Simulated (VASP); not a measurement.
# Ti2O (P-3m1) in VASP: further runs

Runs on Ti2O. Level: PBEsol. Tasks: single point, relaxation of cell and atoms.

Everything below comes from runs of VASP 6.6.1. Logs are shortened: lines on timing, memory, paths and dates and some standing lists are left out, and cuts for length are marked.

### Step 1. The cell of the first run

Symmetry: P-3m1, No. 164, trigonal system. The conventional cell has a = 2.951 Å, b = 2.951 Å, c = 4.727 Å, α = 90.00°, β = 90.00°, γ = 120.00°. Within 2.8 Å of Ti (site symmetry 3m) lie 3 O at 2.11 Å. O (site symmetry -3m) has 6 Ti at 2.11 Å within 2.8 Å.

### Step 2. Single point, PBEsol, collinear spin, ferromagnetic start

The input, INCAR:

```
SYSTEM = Ti2O
PREC = Accurate
ENCUT = 520
EDIFF = 1E-6
ISMEAR = -1
SIGMA = 0.02
LREAL = .False.
LASPH = .True.
NELM = 150
ALGO = Normal
ISIF = 2
LWAVE = .False.
LCHARG = .False.
ISPIN = 2
MAGMOM = 0.5 0.5 0
LORBIT = 11
LMAXMIX = 4
GGA = PS
NBANDS = 26
```

The input, KPOINTS:

```
regular mesh
0
Gamma
  8 8 5
  0 0 0
```

The input, POSCAR:

```
Ti2O
1.0
    2.9514195474      0.0000000000      0.0000000000
   -1.4757097737      2.5560043053      0.0000000000
    0.0000000000      0.0000000000      4.7271416432
Ti O
2 1
Direct
    0.6666666667      0.3333333333      0.2634345562
    0.3333333333      0.6666666667      0.7365654438
    0.0000000000      0.0000000000      0.0000000000
```

Potentials or basis: VASP PAW PBE potentials, release 64 (Ti_sv, O).

Command:

```bash
cat potpaw_PBE.64/Ti_sv/POTCAR potpaw_PBE.64/O/POTCAR > POTCAR
mpirun -np 1 vasp_std > vasp.out
```

OUTCAR:

```text
SYSTEM = Ti2O
   PREC = Accurate
   ENCUT = 520
   EDIFF = 1E-6
   ISMEAR = -1
   LREAL = .False.
   LASPH = .True.
   NELM = 150
   ISIF = 2
   ISPIN = 2
   LORBIT = 11
   GGA = PS

 ion  position               nearest neighbor table
   1  0.667  0.333  0.263-   3 2.11   3 2.11   3 2.11   2 2.81   2 2.81   2 2.81
   2  0.333  0.667  0.737-   3 2.11   3 2.11   3 2.11   1 2.81   1 2.81   1 2.81
   3  0.000  0.000  0.000-   1 2.11   2 2.11   1 2.11   2 2.11   1 2.11   2 2.11

  LATTYP: Found a hexagonal cell.
 ALAT       =     2.9514195474
 C/A-ratio  =     1.6016501779

  Lattice vectors:

 A1 = (   2.9514195474,   0.0000000000,   0.0000000000)
 A2 = (  -1.4757097737,   2.5560043053,   0.0000000000)
 A3 = (   0.0000000000,   0.0000000000,   4.7271416432)

Analysis of symmetry for initial positions (statically):
=====================================================================
 Subroutine PRICEL returns:
 Original cell was already a primitive cell.

 Routine SETGRP: Setting up the symmetry group for a
 hexagonal supercell.

 Subroutine GETGRP returns: Found 12 space group operations
 (whereof 12 operations were pure point group operations)
 out of a pool of 24 trial point group operations.

The static configuration has the point symmetry D_3d.

Analysis of symmetry for dynamics (positions and initial velocities):
=====================================================================
 Subroutine PRICEL returns:
 Original cell was already a primitive cell.

 Routine SETGRP: Setting up the symmetry group for a
 hexagonal supercell.

 Subroutine GETGRP returns: Found 12 space group operations
 (whereof 12 operations were pure point group operations)
 out of a pool of 24 trial point group operations.

The dynamic configuration has the point symmetry D_3d.

Analysis of structural, dynamic, and magnetic symmetry:
=====================================================================
 Subroutine PRICEL returns:
 Original cell was already a primitive cell.

 Routine SETGRP: Setting up the symmetry group for a
 hexagonal supercell.

 Subroutine GETGRP returns: Found 12 space group operations
 (whereof 12 operations were pure point group operations)
 out of a pool of 24 trial point group operations.

The overall configuration has the point symmetry D_3d.

 Subroutine INISYM returns: Found 12 space group operations
 (whereof 12 operations are pure point group operations),
 and found     1 'primitive' translations

----------------------------------------------------------------------------------------

                                     Primitive cell

  volume of cell :      35.6608

  direct lattice vectors                    reciprocal lattice vectors
     2.951419547  0.000000000  0.000000000     0.338820010  0.195617824  0.000000000
    -1.475709774  2.556004305  0.000000000     0.000000000  0.391235648  0.000000000
     0.000000000  0.000000000  4.727141643     0.000000000  0.000000000  0.211544328

  length of vectors
     2.951419547  2.951419547  4.727141643     0.391235648  0.391235648  0.211544328

  position of ions in fractional coordinates (direct lattice)
     0.666666667  0.333333333  0.263434556
     0.333333333  0.666666667  0.736565444
     0.000000000  0.000000000  0.000000000

  ion indices of the primitive-cell ions
   primitive index   ion index
                 1           1
                 2           2
                 3           3

----------------------------------------------------------------------------------------

 KPOINTS: regular mesh

Automatic generation of k-mesh.
 Grid dimensions read from file:
 generate k-points for:    8    8    5

 Generating k-lattice:

  Cartesian coordinates                     Fractional coordinates (reciprocal lattice)
     0.042352501  0.024452228  0.000000000     0.125000000  0.000000000  0.000000000
     0.000000000  0.048904456  0.000000000     0.000000000  0.125000000  0.000000000
     0.000000000  0.000000000  0.042308866     0.000000000  0.000000000  0.200000000

  Length of vectors
     0.048904456  0.048904456  0.042308866

  Shift w.r.t. Gamma in fractional coordinates (k-lattice)
     0.000000000  0.000000000  0.000000000

 Subroutine IBZKPT returns following result:
 ===========================================

 Found     40 irreducible k-points:

 Following reciprocal coordinates:
            Coordinates               Weight
  0.000000  0.000000  0.000000      1.000000
  0.125000  0.000000  0.000000      6.000000
  0.250000  0.000000  0.000000      6.000000
  0.375000  0.000000  0.000000      6.000000
  0.500000  0.000000  0.000000      3.000000
  0.125000  0.125000  0.000000      6.000000
[... 16 lines left out ...]
 -0.125000  0.500000  0.200000     12.000000
  0.250000  0.250000  0.200000     12.000000
 [... further k-points ...]
   k-points           NKPTS =     40   k-points in BZ     NKDIM =     40   number of bands    NBANDS=     26
   number of dos      NEDOS =    301   number of ions     NIONS =      3
   total plane-waves  NPLWV =  20736
   dimension x,y,z NGX =    24 NGY =   24 NGZ =   36
   dimension x,y,z NGXF=    48 NGYF=   48 NGZF=   72
   ions per type =               2   1
   NGX,Y,Z   is equivalent  to a cutoff of  13.52, 13.52, 12.66 a.u.
   NGXF,Y,Z  is equivalent  to a cutoff of  27.04, 27.04, 25.32 a.u.
 SYSTEM =  Ti2O
   PREC   = accura    normal or accurate (medium, high low for compatibility)
   ISTART =      0    job   : 0-new  1-cont  2-samecut
   ICHARG =      2    charge: 1-file 2-atom 10-const
   ISPIN  =      2    spin polarized calculation?
   LNONCOLLINEAR =      F non collinear calculations
   LSORBIT =      F    spin-orbit coupling
   LASPH  =      T    aspherical Exc in radial PAW
   ENCUT  =  520.0 eV  38.22 Ry    6.18 a.u.   5.49  5.49  8.79*2*pi/ulx,y,z
   NELM   =    150;   NELMIN=  2; NELMDL= -5     # of ELM steps
   EDIFF  = 0.1E-05   stopping-criterion for ELM
   LREAL  =      F    real-space projection
   EDIFFG = 0.1E-04   stopping-criterion for IOM
   NSW    =      0    number of steps for IOM
   IBRION =     -1    ionic relax: 0-MD 1-quasi-New 2-CG
   NFREE  =      0    steps in history (QN), initial steepest desc. (CG)
   ISIF   =      2    stress and relaxation
   ISYM   =      2    0-nonsym 1-usesym 2-fastsym
   POTIM  = 0.5000    time-step for ionic-motion
   TEBEG  =    0.0;   TEEND  =   0.0 temperature during run
   PSTRESS=    0.0 pullay stress
   NELECT =      30.0000    total number of electrons
   NUPDOWN=      -1.0000    fix difference up-down
   EMIN   =  10.00;   EMAX   =-10.00  energy-range for DOS
   EFERMI =   0.00;   METHOD = LEGACY
   ISMEAR =    -1;   SIGMA  =   0.02  broadening in eV -4-tet -1-fermi 0-gaus
   EFERMI_NEDOS =   21; number of points for ismear=-14 and -15
   IALGO  =     38    algorithm
   IMIX   =      4    mixing-type and parameters
     AMIX     =   0.40;   BMIX     =  1.00
     AMIX_MAG =   1.60;   BMIX_MAG =  1.00
  volume/ion in A,a.u.               =      11.89        80.22
  Fermi-wavevector in a.u.,A,eV,Ry     =   1.545438  2.920454 32.495856  2.388378
  Thomas-Fermi vector in A             =   2.650816
   LORBIT       =     11    0 simple, 1 ext, 2 COOP (PROOUT), +10 PAW based schemes
   GGA     = PS    functional components
   LHFCALC =     F    Hartree Fock is set to
   AEXX    =    0.0000 exact exchange contribution
   IVDW    =     0    specifies the selected vdW correction
   LEPSILON=     F    determine dielectric tensor
   LRPA    =     F    only Hartree local field effects (RPA)
 spin polarized calculation
  energy-cutoff  :      520.00
  volume of cell :       35.66
 maximum number of plane-waves:       977
 NGX is ok and might be reduce to    24
   NGX = 11   NGY = 11   NGZ = 17

 number of electron      29.9999996 magnetization      -0.0000961

 number of electron      29.9999996 magnetization       0.0000009

 Free energy of the ion-electron system (eV)
  ---------------------------------------------------
  ext. energy  EPLUGINS =         0.00000000
  ---------------------------------------------------
  free energy    TOTEN  =       -27.61547382 eV

  energy without entropy =      -27.61398037  energy(sigma->0) =      -27.61472709

 E-fermi :  10.0255     XC(G=0): -12.5814

 val. band max:        9.9936013105   @ k =   0.0000   0.0000   0.0000
 cond. band min:      10.0425062152   @ k =   0.2500   0.1250   0.4000
 fundamental gap:      0.0489049047
 Fermi energy:        10.0254738630

 spin component 1

 k-point     1 :       0.0000    0.0000    0.0000
  band No.  band energies     occupation
      1     -46.9405      1.00000
      2     -46.8018      1.00000
      3     -23.7295      1.00000
      4     -23.0355      1.00000
      5     -23.0355      1.00000
      6     -22.9455      1.00000
[... 18 lines left out ...]
     25      19.6453      0.00000
     26      25.9857      0.00000
[... 644 lines left out ...]
      4     -23.4656      1.00000
      5     -23.2873      1.00000
      6     -23.2171      1.00000
[... 18 lines left out ...]
     25      19.9163      0.00000
     26      21.0104      0.00000

 [... further k-points ...]

 spin component 2

 k-point     1 :       0.0000    0.0000    0.0000
  band No.  band energies     occupation
      1     -46.9405      1.00000
      2     -46.8019      1.00000
      3     -23.7295      1.00000
      4     -23.0355      1.00000
      5     -23.0355      1.00000
      6     -22.9455      1.00000
[... 18 lines left out ...]
     25      19.6453      0.00000
     26      25.9856      0.00000
[... 644 lines left out ...]
      4     -23.4656      1.00000
      5     -23.2873      1.00000
      6     -23.2171      1.00000
[... 18 lines left out ...]
     25      19.9162      0.00000
     26      21.0103      0.00000

 [... further k-points ...]

------------------------ aborting loop because EDIFF is reached ----------------------------------------

  FORCE on cell =-STRESS in cart. coord.  units (eV):
  Direction    XX          YY          ZZ          XY          YZ          ZX
  --------------------------------------------------------------------------------------
  -------------------------------------------------------------------------------------
  Total        0.0785160      0.0785160      0.0686510      0.0000000     -0.0000000     -0.0000000
  in kB        3.5275860      3.5275860      3.0843684      0.0000000     -0.0000000     -0.0000000
  external PRESSURE =       3.3798468 kB  Pullay stress =       0.0000000 kB

 VOLUME and BASIS-vectors are now :
 -----------------------------------------------------------------------------
  energy-cutoff  :      520.00
  volume of cell :       35.66
      direct lattice vectors                 reciprocal lattice vectors
     2.951419547  0.000000000  0.000000000     0.338820010  0.195617824  0.000000000
    -1.475709774  2.556004305  0.000000000     0.000000000  0.391235648  0.000000000
     0.000000000  0.000000000  4.727141643     0.000000000  0.000000000  0.211544328

 POSITION                                       TOTAL-FORCE (eV/Angst)
 -----------------------------------------------------------------------------------
      1.47571      0.85200      1.24529        -0.000000      0.000000      0.046389
     -0.00000      1.70400      3.48185         0.000000     -0.000000     -0.046389
      0.00000      0.00000      0.00000         0.000000      0.000000      0.000000
 -----------------------------------------------------------------------------------
    total drift:                                0.000000     -0.000000      0.000000

  FREE ENERGIE OF THE ION-ELECTRON SYSTEM (eV)
  ---------------------------------------------------
  free  energy   TOTEN  =       -27.6154738170 eV

  energy  without entropy=      -27.6139803662  energy(sigma->0) =      -27.61472709

 total charge

# of ion       s       p       d       tot
------------------------------------------
    1        2.206   6.179   1.940  10.325
    2        2.206   6.179   1.940  10.325
    3        1.554   3.491   0.000   5.045
--------------------------------------------------
tot          5.965  15.850   3.881  25.695

 magnetization (x)

# of ion       s       p       d       tot
------------------------------------------
    1        0.000  -0.000  -0.000  -0.000
    2        0.000  -0.000  -0.000  -0.000
    3       -0.000   0.000   0.000   0.000
--------------------------------------------------
tot          0.000   0.000  -0.000  -0.000
```

Wall time 49 s (1 thread of Intel Xeon Platinum 8259CL at 2.50GHz (Skylake/Cascade Lake), shared host); peak memory 0.2 GiB.

What came out:

| Quantity | Value |
| --- | --- |
| Free energy | -27.6155 eV |
| Pressure | 0.3 GPa |
| Largest force | 0.046 eV/Å |
| Band gap on the k mesh | zero (filled and empty bands overlap) |
| Net moment | 0.00 μB per cell |
| Valence electrons inside the program's atomic spheres | Ti 10.32; O 5.04 |

Forces on the atoms (eV/Å):
```
Ti   0.000  0.000  0.046
Ti   0.000  0.000 -0.046
O    0.000  0.000  0.000
```

Levels at points of the mesh, in eV from the Fermi level:
Spin up:
| k point | band 12 | band 13 | band 14 | band 15 | band 16 | band 17 | band 18 | band 19 |
| --- | --- | --- | --- | --- | --- | --- | --- | --- |
| (0.00, 0.00, 0.00) | -6.32 | -3.65 | -0.03 | 0.18 | 0.56 | 0.56 | 1.04 | 1.04 |
| (0.50, 0.00, 0.00) | -6.73 | -2.70 | -1.30 | -0.50 | 1.29 | 1.77 | 2.90 | 2.90 |
Spin down:
```
           k point  band 11  band 12  band 13  band 14  band 15  band 16  band 17  band 18  band 19  band 20
(0.00, 0.00, 0.00)    -6.32    -6.32    -3.66    -0.03     0.18     0.56     0.56     1.04     1.04     1.18
(0.50, 0.00, 0.00)    -7.11    -6.73    -2.70    -1.30    -0.50     1.29     1.77     2.90     2.90     2.95
```

Caveat: the PAW data sets were made with another functional, which shifts forces and pressure a little.

### Step 3. Relaxation of cell and atoms, PBEsol, collinear spin, ferromagnetic start

This run uses another cell than the first one, of 11.60 Å³/atom, 0.975 times its volume.

The input, INCAR:

```
SYSTEM = Ti2O
  PREC = Accurate
  ENCUT = 600
  EDIFF = 1E-7
  ISMEAR = -1
  SIGMA = 0.02
  LREAL = .False.
  LASPH = .True.
  NELM = 150
  ALGO = Normal
  ISIF = 3
  LWAVE = .False.
  LCHARG = .False.
  ISPIN = 2
  MAGMOM = 0.5 0.5 0
  LORBIT = 11
  LMAXMIX = 4
  GGA = PS
  IBRION = 2
  NSW = 80
  EDIFFG = -0.02
```

KPOINTS is that of step 2.

The input, POSCAR:

```
Ti2O
1.0
    2.9194000000      0.0000000000      0.0000000000
   -1.4597000000      2.5282750000      0.0000000000
    0.0000000000      0.0000000000      4.7130000000
Ti O
2 1
Direct
    0.6666666667      0.3333333333      0.2787400000
    0.3333333333      0.6666666667      0.7212600000
    0.0000000000      0.0000000000      0.0000000000
```

Potentials or basis: VASP PAW PBE potentials, release 64 (Ti_sv, O).

Command:

```bash
cat potpaw_PBE.64/Ti_sv/POTCAR potpaw_PBE.64/O/POTCAR > POTCAR
mpirun -np 1 vasp_std > vasp.out
```

It took 4.6 min on 1 thread of Intel Xeon Platinum 8259CL at 2.50GHz (Skylake/Cascade Lake), shared host; peak memory 0.21 GiB.

The run converged. Its results:

- Free energy: -27.6163 eV
- Relaxed volume: 11.90 Å³/atom
- Relaxed cell: a = 2.950 Å, b = 2.950 Å, c = 4.735 Å, α = 90.00°, β = 90.00°, γ = 120.00°
- Space group after relaxing (to 0.05 Å): P-3m1 (No. 164)
- Energy gained by relaxing: 31.3 meV/atom
- Ionic steps: 8
- Pressure after relaxing: 0.0 GPa
- Largest force after relaxing: 0.008 eV/Å
- Band gap on the k mesh: zero (filled and empty bands overlap)
- Net moment: 0.00 μB per cell
- Valence electrons inside the program's atomic spheres: Ti 10.32; O 5.04

Forces in eV/Å, atoms in the order of the input:
```
Ti   0.000  0.000 -0.008
Ti   0.000  0.000  0.008
O    0.000  0.000  0.000
```

Step by step:
| step | energy change (eV) | largest force (eV/Å) | pressure (GPa) | volume (Å³) |
| --- | --- | --- | --- | --- |
| 1 | 0.0000 | 1.3339 | 4.57 | 34.79 |
| 2 | -0.0727 | 0.0434 | -4.24 | 36.47 |
| 3 | -0.0820 | 0.2462 | -2.28 | 36.03 |
| 4 | -0.0911 | 0.0692 | 1.74 | 35.38 |
| 5 | -0.0917 | 0.0090 | 0.89 | 35.51 |
| 6 | -0.0940 | 0.0241 | -0.03 | 35.69 |
| 7 | -0.0940 | 0.0252 | -0.03 | 35.69 |
| 8 | -0.0940 | 0.0084 | -0.01 | 35.69 |

Final structure:
```xyz
3
Lattice="2.9501 0.0000 0.0000 -1.4751 2.5549 0.0000 0.0000 0.0000 4.7351" Properties=species:S:1:pos:R:3 pbc="T T T"
Ti    1.4751    0.8516    1.2524
Ti    0.0000    1.7033    3.4827
O     2.9501    0.0000    0.0000
```

Levels at points of the mesh, in eV from the Fermi level:
Spin up:
```tsv
k point	band 13	band 14	band 15	band 16	band 17	band 18
(0.00, 0.00, 0.00)	-3.66	-0.05	0.19	0.56	0.56	1.07
(0.50, 0.00, 0.00)	-2.69	-1.30	-0.49	1.28	1.78	2.90
```
Spin down:
| k point | band 12 | band 13 | band 14 | band 15 | band 16 | band 17 | band 18 | band 19 |
| --- | --- | --- | --- | --- | --- | --- | --- | --- |
| (0.00, 0.00, 0.00) | -6.26 | -3.66 | -0.05 | 0.19 | 0.56 | 0.56 | 1.07 | 1.07 |
| (0.50, 0.00, 0.00) | -6.68 | -2.69 | -1.30 | -0.49 | 1.28 | 1.78 | 2.90 | 2.90 |

Caveat: the PAW data sets were made with another functional, which shifts forces and pressure a little.
